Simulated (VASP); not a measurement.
# Mg (Fd-3m) in VASP: notebook

Runs on Mg. Level: r2SCAN. Tasks: single point.

Everything below comes from runs of VASP 6.6.1. Logs are shortened: lines on timing, memory, paths and dates and some standing lists are left out, and cuts for length are marked.

## (1) The cell of the first run

It takes space group Fd-3m (No. 227, cubic). The conventional cell has a = 6.577 Å, b = 6.577 Å, c = 6.577 Å, α = 90.00°, β = 90.00°, γ = 90.00°. Within 3.8 Å of Mg (site symmetry -43m) lie 4 Mg at 2.85 Å.

## (2) Single point, r2SCAN (volume scaled by 0.88)

POSCAR

```
Mg
1.0
    0.0000000000      3.2884576233      3.2884576233
    3.2884576233      0.0000000000      3.2884576233
    3.2884576233      3.2884576233      0.0000000000
Mg
2
Direct
    0.1250000000      0.1250000000      0.1250000000
    0.8750000000      0.8750000000      0.8750000000
```

INCAR.step1

```
ALGO = Normal
EDIFF = 1E-4
ENCUT = 520
GGA = PE
ISMEAR = -1
LASPH = True
LCHARG = False
LREAL = False
LWAVE = True
NBANDS = 9
NELM = 100
PREC = Accurate
SIGMA = 0.1
```

INCAR.step2

```
ALGO = Normal
EDIFF = 1E-6
ENCUT = 520
ISIF = 2
ISMEAR = -1
ISTART = 1
LASPH = True
LCHARG = False
LMIXTAU = True
LREAL = False
LWAVE = False
METAGGA = R2SCAN
NBANDS = 9
NELM = 100
PREC = Accurate
SIGMA = 0.1
```

KPOINTS

```
k-points
0
Gamma
  9 9 9
```

Potentials or basis: VASP PAW PBE potentials, release 64 (Mg).

Run with:

```bash
$ cat potpaw_PBE.64/Mg/POTCAR > POTCAR
$ cp INCAR.step1 INCAR
$ mpirun -np 1 vasp_std > vasp.out
$ cp INCAR.step2 INCAR
$ mpirun -np 1 vasp_std > vasp.out
```

OUTCAR:

```text
EDIFF = 1E-6
   ENCUT = 520
   ISIF = 2
   ISMEAR = -1
   ISTART = 1
   LASPH = True
   LREAL = False
   METAGGA = R2SCAN
   NELM = 100
   PREC = Accurate

 ion  position               nearest neighbor table
   1  0.125  0.125  0.125-   2 2.85   2 2.85   2 2.85   2 2.85
   2  0.875  0.875  0.875-   1 2.85   1 2.85   1 2.85   1 2.85

  LATTYP: Found a face centered cubic cell.
 ALAT       =     6.5769152466

  Lattice vectors:

 A1 = (   0.0000000000,   3.2884576233,   3.2884576233)
 A2 = (   3.2884576233,   0.0000000000,   3.2884576233)
 A3 = (   3.2884576233,   3.2884576233,   0.0000000000)

Analysis of symmetry for initial positions (statically):
=====================================================================
 Subroutine PRICEL returns:
 Original cell was already a primitive cell.

 Routine SETGRP: Setting up the symmetry group for a
 face centered cubic supercell.

 Subroutine GETGRP returns: Found 48 space group operations
 (whereof 12 operations were pure point group operations)
 out of a pool of 48 trial point group operations.

The static configuration has the point symmetry D_3d.
 The point group associated with its full space group is O_h .

Analysis of symmetry for dynamics (positions and initial velocities):
=====================================================================
 Subroutine PRICEL returns:
 Original cell was already a primitive cell.

 Routine SETGRP: Setting up the symmetry group for a
 face centered cubic supercell.

 Subroutine GETGRP returns: Found 48 space group operations
 (whereof 12 operations were pure point group operations)
 out of a pool of 48 trial point group operations.

The dynamic configuration has the point symmetry D_3d.
 The point group associated with its full space group is O_h .

 Subroutine INISYM returns: Found 48 space group operations
 (whereof 12 operations are pure point group operations),
 and found     1 'primitive' translations

----------------------------------------------------------------------------------------

                                     Primitive cell

  volume of cell :      71.1225

  direct lattice vectors                    reciprocal lattice vectors
     0.000000000  3.288457623  3.288457623    -0.152046965  0.152046965  0.152046965
     3.288457623  0.000000000  3.288457623     0.152046965 -0.152046965  0.152046965
     3.288457623  3.288457623  0.000000000     0.152046965  0.152046965 -0.152046965

  length of vectors
     4.650581370  4.650581370  4.650581370     0.263353068  0.263353068  0.263353068

[... 79 lines left out ...]
   NELM   =    100;   NELMIN=  2; NELMDL=  0     # of ELM steps
   EDIFF  = 0.1E-05   stopping-criterion for ELM
   LREAL  =      F    real-space projection
   EDIFFG = 0.1E-04   stopping-criterion for IOM
   NSW    =      0    number of steps for IOM
   IBRION =     -1    ionic relax: 0-MD 1-quasi-New 2-CG
   NFREE  =      0    steps in history (QN), initial steepest desc. (CG)
   ISIF   =      2    stress and relaxation
   ISYM   =      2    0-nonsym 1-usesym 2-fastsym
   POTIM  = 0.5000    time-step for ionic-motion
   TEBEG  =    0.0;   TEEND  =   0.0 temperature during run
   PSTRESS=    0.0 pullay stress
   NELECT =       4.0000    total number of electrons
   NUPDOWN=      -1.0000    fix difference up-down
   EMIN   =  10.00;   EMAX   =-10.00  energy-range for DOS
   EFERMI =   0.00;   METHOD = LEGACY
   ISMEAR =    -1;   SIGMA  =   0.10  broadening in eV -4-tet -1-fermi 0-gaus
   EFERMI_NEDOS =   21; number of points for ismear=-14 and -15
   IALGO  =     38    algorithm
   IMIX   =      4    mixing-type and parameters
     AMIX     =   0.40;   BMIX     =  1.00
     AMIX_MAG =   1.60;   BMIX_MAG =  1.00
  volume/ion in A,a.u.               =      35.56       239.98
  Fermi-wavevector in a.u.,A,eV,Ry     =   0.627229  1.185290  5.352747  0.393416
  Thomas-Fermi vector in A             =   1.688756
   LORBIT       =      0    0 simple, 1 ext, 2 COOP (PROOUT), +10 PAW based schemes
   METAGGA = R2SCAN    functional components
   LHFCALC =     F    Hartree Fock is set to
   AEXX    =    0.0000 exact exchange contribution
   IVDW    =     0    specifies the selected vdW correction
   LEPSILON=     F    determine dielectric tensor
   LRPA    =     F    only Hartree local field effects (RPA)
 non-spin polarized calculation
  energy-cutoff  :      520.00
  volume of cell :       71.12
 maximum number of plane-waves:      1936
   NGX = 17   NGY = 17   NGZ = 17

 number of electron       4.0000000 magnetization

 Free energy of the ion-electron system (eV)
  ---------------------------------------------------
  ext. energy  EPLUGINS =         0.00000000
  ---------------------------------------------------
  free energy    TOTEN  =        -6.50130074 eV

  energy without entropy =       -6.46705828  energy(sigma->0) =       -6.48417951

 E-fermi :   0.5026     XC(G=0):  -7.3956

 val. band max:        0.4690486693   @ k =  -0.2222   0.2222   0.0000
 cond. band min:       0.6540198749   @ k =  -0.4444   0.3333   0.1111
 fundamental gap:      0.1849712056
 Fermi energy:         0.5025916960

 k-point     1 :       0.0000    0.0000    0.0000
  band No.  band energies     occupation
      1      -5.1277      2.00000
      2       4.2402      0.00000
      3       4.2402      0.00000
      4       4.2402      0.00000
      5       5.3110      0.00000
      6       5.3110      0.00000
      7       5.3110      0.00000
      8       8.0649      0.00000
      9       8.4594      0.00000
[... 265 lines left out ...]
 k-point    24 :       0.4444    0.4444    0.0000
  band No.  band energies     occupation
      1      -2.3911      2.00000
      2      -0.9401      2.00000
      3       1.6041      0.00003
      4       1.6041      0.00003
      5       3.3084      0.00000
      6       3.4465      0.00000
      7      10.9383      0.00000
      8      10.9383      0.00000
      9      11.3612      0.00000

 [... further k-points ...]
[... 5 lines left out ...]
  --------------------------------------------------------------------------------------
  -------------------------------------------------------------------------------------
  Total        0.7901425      0.7901425      0.7901425     -0.0000000      0.0000000      0.0000000
  in kB       17.7995607     17.7995607     17.7995607     -0.0000000      0.0000000      0.0000000
  external PRESSURE =      17.7995607 kB  Pullay stress =       0.0000000 kB

 VOLUME and BASIS-vectors are now :
 -----------------------------------------------------------------------------
  energy-cutoff  :      520.00
  volume of cell :       71.12
      direct lattice vectors                 reciprocal lattice vectors
     0.000000000  3.288457623  3.288457623    -0.152046965  0.152046965  0.152046965
     3.288457623  0.000000000  3.288457623     0.152046965 -0.152046965  0.152046965
     3.288457623  3.288457623  0.000000000     0.152046965  0.152046965 -0.152046965

 POSITION                                       TOTAL-FORCE (eV/Angst)
 -----------------------------------------------------------------------------------
      0.82211      0.82211      0.82211        -0.000000      0.000000      0.000000
      5.75480      5.75480      5.75480         0.000000     -0.000000     -0.000000
 -----------------------------------------------------------------------------------
    total drift:                               -0.000000      0.000000      0.000000

  FREE ENERGIE OF THE ION-ELECTRON SYSTEM (eV)
  ---------------------------------------------------
  free  energy   TOTEN  =        -6.5013007362 eV

  energy  without entropy=       -6.4670582823  energy(sigma->0) =       -6.48417951
```

OSZICAR.step1:

```text
N       E                     dE             d eps       ncg     rms          rms(c)
DAV:   1     0.147822921352E+01    0.14782E+01   -0.11616E+03   630   0.304E+02
DAV:   2    -0.136934745303E+01   -0.28476E+01   -0.27280E+01   843   0.229E+01
DAV:   3    -0.143957643176E+01   -0.70229E-01   -0.69354E-01   792   0.338E+00
DAV:   4    -0.143990769462E+01   -0.33126E-03   -0.33124E-03   834   0.248E-01
DAV:   5    -0.143990940504E+01   -0.17104E-05   -0.17104E-05   815   0.160E-02    0.570E-01
DAV:   6    -0.143871261011E+01    0.11968E-02   -0.30602E-03   722   0.201E-01    0.366E-01
DAV:   7    -0.143778030876E+01    0.93230E-03   -0.10496E-02   710   0.367E-01    0.301E-02
DAV:   8    -0.143785879837E+01   -0.78490E-04   -0.31400E-04   707   0.779E-02
   1 F= -.14378588E+01 E0= -.14195656E+01  d E =-.365864E-01
```

Run time: 79 s. Hardware: 1 thread of AMD EPYC 7R43 (Zen 3), shared host; peak memory 0.18 GiB.

What came out:

- Free energy: -6.5013 eV
- Pressure: 1.8 GPa
- Band gap on the k mesh: zero (band 2 reaches 4.24 eV, above the bottom of band 3 at -0.14 eV)

Levels at points of the mesh, in eV from the Fermi level:
```
           k point  band 1  band 2  band 3  band 4  band 5  band 6
(0.00, 0.00, 0.00)   -5.63    3.74    3.74    3.74    4.81    4.81
```

Caveat: the PAW data sets were made with another functional, which shifts forces and pressure a little.

## (3) Single point, r2SCAN (volume scaled by 0.92)

POSCAR

```
Mg
1.0
    0.0000000000      3.3375463175      3.3375463175
    3.3375463175      0.0000000000      3.3375463175
    3.3375463175      3.3375463175      0.0000000000
Mg
2
Direct
    0.1250000000      0.1250000000      0.1250000000
    0.8750000000      0.8750000000      0.8750000000
```

INCAR.step1

```
SYSTEM = Mg
  PREC = Accurate
  ENCUT = 520
  ISMEAR = -1
  SIGMA = 0.1
  LREAL = .FALSE.
  LASPH = .TRUE.
  NELM = 60
  NBANDS = 9
  GGA = PE
  ALGO = Normal
  EDIFF = 1E-4
  LWAVE = .TRUE.
  LCHARG = .FALSE.
```

INCAR.step2

```
SYSTEM = Mg
  PREC = Accurate
  ENCUT = 520
  EDIFF = 1E-7
  ISMEAR = -1
  SIGMA = 0.1
  LREAL = .FALSE.
  LASPH = .TRUE.
  NELM = 60
  ALGO = Normal
  ISIF = 2
  LWAVE = .FALSE.
  LCHARG = .FALSE.
  METAGGA = R2SCAN
  LMIXTAU = .TRUE.
  NBANDS = 9
  ISTART = 1
```

KPOINTS

```
regular mesh
0
G
  9 9 9
  0 0 0
```

Potentials or basis: VASP PAW PBE potentials, release 64 (Mg).

Run with:

```bash
$ cat potpaw_PBE.64/Mg/POTCAR > POTCAR
$ cp INCAR.step1 INCAR
$ mpirun -np 1 vasp_std > vasp.out
$ cp INCAR.step2 INCAR
$ mpirun -np 1 vasp_std > vasp.out
```

OUTCAR:

```text
SYSTEM = Mg
   PREC = Accurate
   ENCUT = 520
   EDIFF = 1E-7
   ISMEAR = -1
   LREAL = .FALSE.
   LASPH = .TRUE.
   NELM = 60
   ISIF = 2
   METAGGA = R2SCAN
   ISTART = 1

 ion  position               nearest neighbor table
   1  0.125  0.125  0.125-   2 2.89   2 2.89   2 2.89   2 2.89
   2  0.875  0.875  0.875-   1 2.89   1 2.89   1 2.89   1 2.89

  LATTYP: Found a face centered cubic cell.
 ALAT       =     6.6750926350

  Lattice vectors:

 A1 = (   0.0000000000,   3.3375463175,   3.3375463175)
 A2 = (   3.3375463175,   0.0000000000,   3.3375463175)
 A3 = (   3.3375463175,   3.3375463175,   0.0000000000)

Analysis of symmetry for initial positions (statically):
=====================================================================
 Subroutine PRICEL returns:
 Original cell was already a primitive cell.

 Routine SETGRP: Setting up the symmetry group for a
 face centered cubic supercell.

 Subroutine GETGRP returns: Found 48 space group operations
 (whereof 12 operations were pure point group operations)
 out of a pool of 48 trial point group operations.

The static configuration has the point symmetry D_3d.
[... 161 lines left out ...]

 E-fermi :   0.3472     XC(G=0):  -7.2575

 val. band max:        0.2818747709   @ k =  -0.2222   0.2222   0.0000
 cond. band min:       0.4682306416   @ k =   0.3333   0.3333   0.0000
 fundamental gap:      0.1863558707
 Fermi energy:         0.3472067937

 k-point     1 :       0.0000    0.0000    0.0000
  band No.  band energies     occupation
      1      -5.1391      2.00000
      2       3.9629      0.00000
      3       3.9630      0.00000
      4       3.9630      0.00000
      5       5.0419      0.00000
      6       5.0419      0.00000
      7       5.0419      0.00000
      8       7.5307      0.00000
      9       8.1658      0.00000
[... 265 lines left out ...]
 k-point    24 :       0.4444    0.4444    0.0000
  band No.  band energies     occupation
      1      -2.4974      2.00000
      2      -1.0989      2.00000
      3       1.4208      0.00004
      4       1.4208      0.00004
      5       3.1156      0.00000
      6       3.2633      0.00000
      7      10.5129      0.00000
      8      10.5129      0.00000
      9      10.9833      0.00000

 [... further k-points ...]
[... 5 lines left out ...]
  --------------------------------------------------------------------------------------
  -------------------------------------------------------------------------------------
  Total        0.4756232      0.4756232      0.4756232     -0.0000000     -0.0000000     -0.0000000
  in kB       10.2485323     10.2485323     10.2485323     -0.0000000     -0.0000000     -0.0000000
  external PRESSURE =      10.2485323 kB  Pullay stress =       0.0000000 kB

 VOLUME and BASIS-vectors are now :
 -----------------------------------------------------------------------------
  energy-cutoff  :      520.00
  volume of cell :       74.36
      direct lattice vectors                 reciprocal lattice vectors
     0.000000000  3.337546318  3.337546318    -0.149810655  0.149810655  0.149810655
     3.337546318  0.000000000  3.337546318     0.149810655 -0.149810655  0.149810655
     3.337546318  3.337546318  0.000000000     0.149810655  0.149810655 -0.149810655

 POSITION                                       TOTAL-FORCE (eV/Angst)
 -----------------------------------------------------------------------------------
      0.83439      0.83439      0.83439        -0.000000     -0.000000     -0.000000
      5.84071      5.84071      5.84071         0.000000      0.000000      0.000000
 -----------------------------------------------------------------------------------
    total drift:                               -0.000000      0.000000      0.000000

  FREE ENERGIE OF THE ION-ELECTRON SYSTEM (eV)
  ---------------------------------------------------
  free  energy   TOTEN  =        -6.5293943989 eV

  energy  without entropy=       -6.4940437008  energy(sigma->0) =       -6.51171905
```

OUTCAR.step1:

```text
SYSTEM = Mg
   PREC = Accurate
   ENCUT = 520
   ISMEAR = -1
   LREAL = .FALSE.
   LASPH = .TRUE.
[... 510 lines left out ...]
      0.83439      0.83439      0.83439        -0.000000      0.000000      0.000000
      5.84071      5.84071      5.84071         0.000000     -0.000000     -0.000000
 -----------------------------------------------------------------------------------
    total drift:                               -0.000000      0.000000      0.000000

  FREE ENERGIE OF THE ION-ELECTRON SYSTEM (eV)
  ---------------------------------------------------
  free  energy   TOTEN  =        -1.4666185003 eV

  energy  without entropy=       -1.4287870901  energy(sigma->0) =       -1.44770280
```

OSZICAR.step1:

```text
N       E                     dE             d eps       ncg     rms          rms(c)
DAV:   1     0.999990541333E+00    0.99999E+00   -0.11257E+03   630   0.296E+02
DAV:   2    -0.142391810041E+01   -0.24239E+01   -0.23632E+01   828   0.231E+01
DAV:   3    -0.146721361755E+01   -0.43296E-01   -0.43050E-01   777   0.275E+00
DAV:   4    -0.146745367893E+01   -0.24006E-03   -0.24003E-03   828   0.217E-01
DAV:   5    -0.146745497349E+01   -0.12946E-05   -0.12946E-05   769   0.144E-02    0.576E-01
DAV:   6    -0.146700067912E+01    0.45429E-03   -0.30623E-03   755   0.205E-01    0.371E-01
DAV:   7    -0.146652989263E+01    0.47079E-03   -0.10661E-02   713   0.377E-01    0.303E-02
DAV:   8    -0.146661850030E+01   -0.88608E-04   -0.34141E-04   723   0.791E-02
   1 F= -.14666185E+01 E0= -.14477028E+01  d E =-.378314E-01
```

Wall time 89 s (1 thread of AMD EPYC 7R43 (Zen 3), shared host); peak memory 0.18 GiB.

What came out:

```yaml
Free_energy: -6.5294 eV
Pressure: 1.0 GPa
Band_gap_on_the_k_mesh: zero (band 2 reaches 3.96 eV, above the bottom of band 3 at -0.24 eV)
```

Caveat: the PAW data sets were made with another functional, which shifts forces and pressure a little.
